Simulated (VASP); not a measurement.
Set up this calculation in VASP 6.6.1, as the native input.

| Property | Result |
| --- | --- |
| Task | single point |
| Functional | PBE |
| Potentials or basis | VASP PAW PBE potentials, release 64 (Zn, O) |
| Cutoff | 520 eV |
| k mesh | 9 × 9 × 4 |
| Occupations | fermi-dirac, width 0.05 eV |
| Spin | no spin polarisation |
| Dipole correction | no |
| Further INCAR settings | ALGO = Normal; EDIFF = 1e-07; NBANDS = 26 |

The structure of ZnO lies in POSCAR:

```
ZnO
1.0
    3.2208469546      0.0000000000      0.0000000000
   -1.6104234772      2.7893352843      0.0000000000
    0.0000000000      0.0000000000      6.9848812955
Zn O
2 2
Direct
    0.0000000000      0.0000000000      0.2500000000
    0.0000000000      0.0000000000      0.7500000000
    0.6666666667      0.3333333333      0.7500000000
    0.3333333333      0.6666666667      0.2500000000
```

The input as run:

INCAR

```
PREC = Accurate ; ENCUT = 520
EDIFF = 1E-7 ; ISMEAR = -1
SIGMA = 0.05 ; LREAL = False
LASPH = True ; NELM = 100
ALGO = Normal ; ISIF = 2
LWAVE = False ; LCHARG = True
GGA = PE ; LELF = True
LVHAR = True ; NBANDS = 26
```

KPOINTS

```
Automatic mesh
0
Gamma
  9 9 4
```

Potentials or basis: VASP PAW PBE potentials, release 64 (Zn, O).

Run with:

```console
$ cat potpaw_PBE.64/Zn/POTCAR potpaw_PBE.64/O/POTCAR > POTCAR
$ mpirun -np 1 vasp_std > vasp.out
```

It gave:

```json
{"Pressure": "6.5 GPa", "Band gap on the k mesh": "0.82 eV"}
```

Caveat: the stress differs along the axes, from 0 to 10 GPa.

Wall time 76 s on 1 thread of Intel Xeon 8259CL, with other jobs on the host, peak memory 0.2 GiB.
